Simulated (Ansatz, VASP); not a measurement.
**Two plane-wave programs on Ta4C3**

```
Ta C
1.0
     4.42508    0.00000    0.00000
     0.00000    4.42508    0.00000
     0.00000    0.00000    4.42508
Ta C
4 3
Direct
  0.00000 0.50000 0.50000
  0.50000 0.00000 0.50000
  0.50000 0.50000 0.00000
  0.00000 0.00000 0.00000
  0.50000 0.00000 0.00000
  0.00000 0.50000 0.00000
  0.00000 0.00000 0.50000
```

Alike in both runs: task relaxation of cell and atoms; functional r2SCAN; k mesh 8 × 8 × 8; occupations gaussian, width 0.1 eV; no spin polarisation.

```csv
,VASP,Ansatz
version,VASP 6.6.1,Ansatz 0.2.0
potentials or method,"VASP PAW PBE potentials, release 64 (Ta_pv, C), cutoff 660 eV","scalar-relativistic, plane waves, PAW"
valence electrons in the cell,56,64
```

|  | VASP | Ansatz | Ansatz less VASP |
| --- | --- | --- | --- |
| gap on the k mesh at the Fermi level, each at its own relaxed structure (eV) | none | none | - |
| relaxed volume (Å³/atom) | 12.41 | 12.37 | -0.039 |
| relaxed length of the cell vector where the two differ most in proportion (Å) | 4.429 | 4.425 | -0.0047 |

VASP's potentials were made for PBE, not for r2SCAN. A gap of «none» marks a metal or a gap that the smearing closes. VASP's potentials hold 56 valence electrons a cell and Ansatz's 64, so a difference there can come from the potentials and not from the codes.

Spin-orbit coupling is off throughout.
